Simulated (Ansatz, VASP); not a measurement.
# Ca: VASP beside Ansatz

INCAR

```
SYSTEM = Ca
PREC     = Accurate       ! precision mode
ENCUT    = 520            ! plane-wave cutoff, eV
EDIFF    = 1E-6           ! SCF threshold, eV
ISMEAR   = 0              ! smearing method
SIGMA    = 0.15           ! smearing width, eV
LREAL    = .FALSE.        ! projectors in reciprocal space
LASPH    = .TRUE.         ! aspherical terms in the spheres
NELM     = 100            ! most SCF steps
ALGO     = Fast           ! electronic algorithm
ISIF     = 2              ! what is computed and relaxed
LWAVE    = .FALSE.        ! write WAVECAR
LCHARG   = .FALSE.        ! write CHGCAR
GGA      = PE             ! functional
NBANDS   = 11             ! bands
```

KPOINTS

```
regular mesh
0
G
  14 14 14
  0 0 0
```

The input POSCAR:

```
Ca
1.0
    0.0000000000      2.7942000000      2.7942000000
    2.5147800000      0.0000000000      2.7942000000
    2.5147800000      2.7942000000      0.0000000000
Ca
1
Direct
    0.0000000000      0.0000000000      0.0000000000
```

Input for Ansatz:

```yaml
crystal:
  lattice:
    - [0.0, 2.7942, 2.7942]
    - [2.51478, 0.0, 2.7942]
    - [2.51478, 2.7942, 0.0]
  atoms:
    - { symbol: Ca, position: [0.0, 0.0, 0.0] }
basis:
  ecutwfc: 420
kpoints:
  mp_grid: { grid: [14, 14, 14] }
hamiltonian:
  xc: pbe
scf:
  occupations: { method: gaussian, width: 0.15 }
output:
  forces: true
  stress: true
  eigenvalues: true
```

Change from the starting cell: strain -0.1000 x Voigt [1, 0, 0, 0, 0, 0], atoms carried along.

Alike in both runs: task single point; functional PBE; k mesh 14 × 14 × 14; occupations gaussian, width 0.15 eV; no spin polarisation.

|  | VASP | Ansatz |
| --- | --- | --- |
| version | VASP 6.6.1 | Ansatz 0.2.0 |
| potentials or method | VASP PAW PBE potentials, release 64 (Ca_sv), cutoff 520 eV | scalar-relativistic, plane waves, PAW |
| valence electrons in the cell | 10 | 10 |

|  | VASP | Ansatz | Ansatz less VASP |
| --- | --- | --- | --- |
| gap on the k mesh at the Fermi level (eV) | none | none | - |
| pressure (GPa) | 1.4 | 1.4 | -0.02 |
| traceless stress, the component that is largest in VASP (GPa) | 0.27 | 0.27 | +0.001 |

A gap of «none» marks a metal or a gap that the smearing closes.
